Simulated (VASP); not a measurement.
# Bi2Te3 in VASP: a series of runs

Runs on Bi2Te3. Level: PBEsol. Tasks: single point.

Program: VASP 6.6.1. These are calculated values, not measurements. Logs are shortened: lines on timing, memory, paths and dates and some standing lists are left out, and cuts for length are marked.

## (1) The cell of the first run

The cell holds a slab with vacuum, 10 atoms: a = 4.381 Å, b = 4.381 Å, c = 32.587 Å, α = 90.00°, β = 90.00°, γ = 120.00°.

## (2) Single point, PBEsol

Contents of INCAR:

```
SYSTEM = Bi2Te3
PREC = Accurate
ENCUT = 520
EDIFF = 1E-7
ISMEAR = 0
SIGMA = 0.05
LREAL = .False.
LASPH = .True.
NELM = 80
ALGO = Normal
ISIF = 2
LWAVE = .False.
LCHARG = .False.
LDIPOL = .True.
IDIPOL = 3
DIPOL = 0.5 0.5 0.500
GGA = PS
NBANDS = 59
```

Contents of KPOINTS:

```
regular mesh
0
Gamma
  9 9 1
  0 0 0
```

Contents of POSCAR:

```
Bi2Te3
1.0
    4.3808388103      0.0000000000      0.0000000000
   -2.1904194051      3.7939176996      0.0000000000
    0.0000000000      0.0000000000     32.5871270230
Te Bi
6 4
Direct
    0.0000000000      0.0000000000      0.2301522314
    0.6666666667      0.3333333333      0.3449116788
    0.3333333333      0.6666666667      0.4596711262
    0.6666666667      0.3333333333      0.5403288738
    0.3333333333      0.6666666667      0.6550883212
    0.0000000000      0.0000000000      0.7698477686
    0.3333333333      0.6666666667      0.2830391474
    0.0000000000      0.0000000000      0.4067842102
    0.0000000000      0.0000000000      0.5932157898
    0.6666666667      0.3333333333      0.7169608526
```

Potentials or basis: VASP PAW PBE potentials, release 64 (Te, Bi_d).

Launch:

```
> cat potpaw_PBE.64/Te/POTCAR potpaw_PBE.64/Bi_d/POTCAR > POTCAR
> mpirun -np 1 vasp_std > vasp.out
```

OUTCAR:

```text
SYSTEM = Bi2Te3
   PREC = Accurate
   ENCUT = 520
   EDIFF = 1E-7
   ISMEAR = 0
   LREAL = .False.
   LASPH = .True.
   NELM = 80
   ISIF = 2
   GGA = PS

 ion  position               nearest neighbor table
   1  0.000  0.000  0.230-   7 3.06   7 3.06   7 3.06
   2  0.667  0.333  0.345-   8 3.23   7 3.23   7 3.23   8 3.23   8 3.23   7 3.23
   3  0.333  0.667  0.460-   8 3.06   8 3.06   8 3.06   4 3.65   4 3.65   4 3.65
   4  0.667  0.333  0.540-   9 3.06   9 3.06   9 3.06   3 3.65   3 3.65   3 3.65
   5  0.333  0.667  0.655-   9 3.23  10 3.23  10 3.23   9 3.23   9 3.23  10 3.23
   6  0.000  0.000  0.770-  10 3.06  10 3.06  10 3.06
   7  0.333  0.667  0.283-   1 3.06   1 3.06   1 3.06   2 3.23   2 3.23   2 3.23
   8  0.000  0.000  0.407-   3 3.06   3 3.06   3 3.06   2 3.23   2 3.23   2 3.23
   9  0.000  0.000  0.593-   4 3.06   4 3.06   4 3.06   5 3.23   5 3.23   5 3.23
  10  0.667  0.333  0.717-   6 3.06   6 3.06   6 3.06   5 3.23   5 3.23   5 3.23

  LATTYP: Found a hexagonal cell.
 ALAT       =     4.3808388103
 C/A-ratio  =     7.4385587861

  Lattice vectors:

 A1 = (   4.3808388103,   0.0000000000,   0.0000000000)
 A2 = (  -2.1904194051,   3.7939176996,   0.0000000000)
 A3 = (   0.0000000000,   0.0000000000,  32.5871270230)

Analysis of symmetry for initial positions (statically):
=====================================================================
 Subroutine PRICEL returns:
 Original cell was already a primitive cell.

 Routine SETGRP: Setting up the symmetry group for a
 hexagonal supercell.

 Subroutine GETGRP returns: Found 12 space group operations
 (whereof 12 operations were pure point group operations)
 out of a pool of 24 trial point group operations.

The static configuration has the point symmetry D_3d.

Analysis of symmetry for dynamics (positions and initial velocities):
=====================================================================
 Subroutine PRICEL returns:
 Original cell was already a primitive cell.

 Routine SETGRP: Setting up the symmetry group for a
 hexagonal supercell.

 Subroutine GETGRP returns: Found 12 space group operations
 (whereof 12 operations were pure point group operations)
 out of a pool of 24 trial point group operations.

The dynamic configuration has the point symmetry D_3d.

 Subroutine INISYM returns: Found 12 space group operations
 (whereof 12 operations are pure point group operations),
 and found     1 'primitive' translations

----------------------------------------------------------------------------------------

                                     Primitive cell
[... 113 lines left out ...]
     AMIX     =   0.40;   BMIX     =  1.00
     AMIX_MAG =   1.60;   BMIX_MAG =  1.00
  volume/ion in A,a.u.               =      54.16       365.50
  Fermi-wavevector in a.u.,A,eV,Ry     =   0.919605  1.737802 11.506093  0.845674
  Thomas-Fermi vector in A             =   2.044818
   LORBIT       =      0    0 simple, 1 ext, 2 COOP (PROOUT), +10 PAW based schemes
   GGA     = PS    functional components
   LHFCALC =     F    Hartree Fock is set to
   AEXX    =    0.0000 exact exchange contribution
   IVDW    =     0    specifies the selected vdW correction
   LEPSILON=     F    determine dielectric tensor
   LRPA    =     F    only Hartree local field effects (RPA)
 non-spin polarized calculation
 Gauss-broadening in eV      SIGMA  =   0.05
  energy-cutoff  :      520.00
  volume of cell :      541.62
 maximum number of plane-waves:     14626
 NGX is ok and might be reduce to    36
   NGX = 17   NGY = 17   NGZ =121

 dipolmoment           0.000000      0.000000     -0.000000 electrons x Angstroem

 number of electron      96.0000002 magnetization

 dipolmoment           0.000000      0.000000      0.000000 electrons x Angstroem

 Free energy of the ion-electron system (eV)
  ---------------------------------------------------
  ext. energy  EPLUGINS =         0.00000000
  ---------------------------------------------------
  free energy    TOTEN  =       -40.40496376 eV

  energy without entropy =      -40.40496376  energy(sigma->0) =      -40.40496376

 E-fermi :   1.9456     XC(G=0):  -6.2951

 val. band max:        1.7093527157   @ k =   0.0000   0.0000   0.0000
 cond. band min:       2.2178451311   @ k =   0.0000   0.0000   0.0000
 fundamental gap:      0.5084924154
 Fermi energy:         1.9456111234

 k-point     1 :       0.0000    0.0000    0.0000
  band No.  band energies     occupation
      1     -21.1729      2.00000
      2     -21.1729      2.00000
      3     -21.1729      2.00000
      4     -21.1729      2.00000
      5     -21.1671      2.00000
      6     -21.1671      2.00000
[... 733 lines left out ...]
     58       6.0620      0.00000
     59       6.0732      0.00000

------------------------ aborting loop because EDIFF is reached ----------------------------------------

 vacuum level on the upper side and lower side of the slab       (xc-potential included)        -0.324        -0.324

  FORCE on cell =-STRESS in cart. coord.  units (eV):
  Direction    XX          YY          ZZ          XY          YZ          ZX
  --------------------------------------------------------------------------------------
  -------------------------------------------------------------------------------------
  Total       -0.8181911     -0.8181911     -0.4908446     -0.0000000     -0.0000000     -0.0000000
  in kB       -2.4203271     -2.4203271     -1.4519889     -0.0000000     -0.0000000     -0.0000000
  external PRESSURE =      -2.0975477 kB  Pullay stress =       0.0000000 kB

 VOLUME and BASIS-vectors are now :
 -----------------------------------------------------------------------------
  energy-cutoff  :      520.00
  volume of cell :      541.62
      direct lattice vectors                 reciprocal lattice vectors
     4.380838810  0.000000000  0.000000000     0.228266787  0.131789891  0.000000000
    -2.190419405  3.793917700  0.000000000     0.000000000  0.263579782  0.000000000
     0.000000000  0.000000000 32.587127023     0.000000000  0.000000000  0.030686964

 POSITION                                       TOTAL-FORCE (eV/Angst)
 -----------------------------------------------------------------------------------
      0.00000      0.00000      7.50000        -0.000000     -0.000000      0.132078
      2.19042      1.26464     11.23968        -0.000000      0.000000     -0.000374
     -0.00000      2.52928     14.97936         0.000000     -0.000000      0.020267
      2.19042      1.26464     17.60777        -0.000000      0.000000     -0.020267
     -0.00000      2.52928     21.34745         0.000000     -0.000000      0.000374
      0.00000      0.00000     25.08713         0.000000     -0.000000     -0.132078
     -0.00000      2.52928      9.22343         0.000000     -0.000000     -0.133108
      0.00000      0.00000     13.25593         0.000000      0.000000     -0.014122
      0.00000      0.00000     19.33120        -0.000000     -0.000000      0.014122
      2.19042      1.26464     23.36369        -0.000000      0.000000      0.133108
 -----------------------------------------------------------------------------------
    total drift:                                0.000000      0.000000      0.000000

  FREE ENERGIE OF THE ION-ELECTRON SYSTEM (eV)
  ---------------------------------------------------
  free  energy   TOTEN  =       -40.4049637557 eV

  energy  without entropy=      -40.4049637557  energy(sigma->0) =      -40.40496376

 vacuum level on the upper side and lower side of the slab         6.516         6.516
```

OSZICAR:

```text
N       E                     dE             d eps       ncg     rms          rms(c)
DAV:   1     0.877085082658E+03    0.87709E+03   -0.42145E+04  1656   0.143E+03
DAV:   2     0.541492439931E+02   -0.82294E+03   -0.79994E+03  1628   0.346E+02
DAV:   3    -0.362445980540E+02   -0.90394E+02   -0.88368E+02  1776   0.140E+02
[... 15 lines left out ...]
DAV:  19    -0.404049422353E+02   -0.47245E-05   -0.30331E-06  1808   0.633E-03    0.552E-03
DAV:  20    -0.404049435979E+02   -0.13626E-05   -0.27358E-07  1272   0.229E-03    0.615E-03
DAV:  21    -0.404049467316E+02   -0.31337E-05   -0.10614E-07  1064   0.144E-03    0.440E-03
DAV:  22    -0.404049637313E+02   -0.17000E-04   -0.31102E-06  1328   0.453E-03    0.743E-03
DAV:  23    -0.404049637557E+02   -0.24400E-07   -0.36121E-07  1368   0.210E-03
   1 F= -.40404964E+02 E0= -.40404964E+02  d E =-.700830E-13
```

Run time: 8.5 min. Hardware: 1 thread of Intel Xeon 6975P-C (Granite Rapids), shared host; peak memory 0.83 GiB.

Results:

| Property | Result |
| --- | --- |
| Free energy | -40.4050 eV |
| Largest force | 0.133 eV/Å |
| Band gap on the k mesh | 0.51 eV |

Forces on the atoms (eV/Å):
```
Te   0.000  0.000  0.132
Te   0.000  0.000  0.000
Te   0.000  0.000  0.020
Te   0.000  0.000 -0.020
Te   0.000  0.000  0.000
Te   0.000  0.000 -0.132
Bi   0.000  0.000 -0.133
Bi   0.000  0.000 -0.014
Bi   0.000  0.000  0.014
Bi   0.000  0.000  0.133
```

Levels at points of the mesh, in eV from the valence-band top:
```tsv
k point	band 44	band 45	band 46	band 47	band 48	band 49	band 50	band 51	band 52	band 53
(0.00, 0.00, 0.00)	-0.78	-0.78	-0.66	-0.66	0.00	0.51	0.82	1.02	1.02	1.28
```

Caveat: the PAW data sets were made with another functional, which shifts forces and pressure a little; spin-orbit coupling is left out, which moves the levels of the heavy elements.

## (3) Single point, PBEsol

Contents of INCAR:

```
SYSTEM = Bi2Te3
PREC     = Accurate       ! precision mode
ENCUT    = 520            ! plane-wave cutoff, eV
EDIFF    = 1E-6           ! SCF threshold, eV
ISMEAR   = 0              ! smearing method
SIGMA    = 0.05           ! smearing width, eV
LREAL    = .False.        ! projectors in reciprocal space
LASPH    = .True.         ! aspherical terms in the spheres
NELM     = 100            ! most SCF steps
ALGO     = Normal         ! electronic algorithm
ISIF     = 2              ! what is computed and relaxed
LWAVE    = .False.        ! write WAVECAR
LCHARG   = .False.        ! write CHGCAR
LDIPOL   = .True.       
IDIPOL   = 3            
DIPOL    = 0.5 0.5 0.500
GGA      = PS             ! functional
NBANDS   = 59             ! bands
```

KPOINTS is that of step 2.

Contents of POSCAR:

```
Bi2Te3
1.0
    4.3808388103      0.0000000000      0.0000000000
   -2.1904194051      3.7939176996      0.0000000000
    0.0000000000      0.0000000000     32.5871270230
Te Bi
6 4
Direct
    0.0000000000      0.0000000000      0.2308833954
    0.6666666667      0.3333333333      0.3449194062
    0.3333333333      0.6666666667      0.4596886697
    0.6666666667      0.3333333333      0.5403114124
    0.3333333333      0.6666666667      0.6550799841
    0.0000000000      0.0000000000      0.7691165194
    0.3333333333      0.6666666667      0.2829784721
    0.0000000000      0.0000000000      0.4067756382
    0.0000000000      0.0000000000      0.5932246955
    0.6666666667      0.3333333333      0.7170218070
```

Potentials or basis: VASP PAW PBE potentials, release 64 (Te, Bi_d).

Launch:

```
> cat potpaw_PBE.64/Te/POTCAR potpaw_PBE.64/Bi_d/POTCAR > POTCAR
> mpirun -np 1 vasp_std > vasp.out
```

Run time: 5.9 min. Hardware: 1 thread of Intel Xeon 6975P-C (Granite Rapids), shared host; peak memory 0.82 GiB.

The run converged. Its results:

```
Free energy            : -40.4081 eV
Largest force          : 0.020 eV/Å
Band gap on the k mesh : 0.50 eV
```

Forces on the atoms (eV/Å):
```
Te   0.000  0.000 -0.012
Te   0.000  0.000  0.001
Te   0.000  0.000  0.020
Te   0.000  0.000 -0.020
Te   0.000  0.000 -0.001
Te   0.000  0.000  0.012
Bi   0.000  0.000  0.007
Bi   0.000  0.000 -0.012
Bi   0.000  0.000  0.012
Bi   0.000  0.000 -0.007
```

Levels at points of the mesh, in eV from the valence-band top:
| k point | band 45 | band 46 | band 47 | band 48 | band 49 | band 50 | band 51 | band 52 |
| --- | --- | --- | --- | --- | --- | --- | --- | --- |
| (0.00, 0.00, 0.00) | -0.80 | -0.66 | -0.66 | 0.00 | 0.50 | 0.81 | 1.03 | 1.03 |

Caveat: the PAW data sets were made with another functional, which shifts forces and pressure a little; spin-orbit coupling is left out, which moves the levels of the heavy elements.
